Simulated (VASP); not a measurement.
A run of VASP 6.6.1:

Contents of INCAR:

```
SYSTEM = BN
  PREC = Accurate
  ENCUT = 520
  EDIFF = 1E-6
  ISMEAR = 0
  SIGMA = 0.05
  LREAL = .False.
  LASPH = .True.
  NELM = 60
  ALGO = Normal
  ISIF = 2
  LWAVE = .False.
  LCHARG = .False.
  GGA = PE
  IVDW = 12
  NBANDS = 11
```

Contents of KPOINTS:

```
regular mesh
0
Gamma
  12 12 12
  0 0 0
```

The input POSCAR:

```
BN
1.0
    0.0000000000      3.4730614771      2.1688319106
    1.2036887688      0.0000000000      2.1688319106
    1.2036887688      3.4730614771      0.0000000000
B N
1 1
Direct
    0.0001068737      0.0001068737      0.9998931263
    0.6665931163      0.6665931163      0.3334068837
```

Potentials or basis: VASP PAW PBE potentials, release 64 (B, N).

Command:

```console
$ cat potpaw_PBE.64/B/POTCAR potpaw_PBE.64/N/POTCAR > POTCAR
$ mpirun -np 1 vasp_std > vasp.out
```

Hardware: 1 thread of Intel(R) Xeon(R) Platinum 8259CL CPU @ 2.50GHz (Skylake/Cascade Lake) (shared host).

How long does it take, and how much memory?

Wall time 61 s on 1 thread of Intel(R) Xeon(R) Platinum 8259CL CPU @ 2.50GHz (Skylake/Cascade Lake) (shared host), peak memory 0.19 GiB. Counts: scf iterations 13, k points 280.
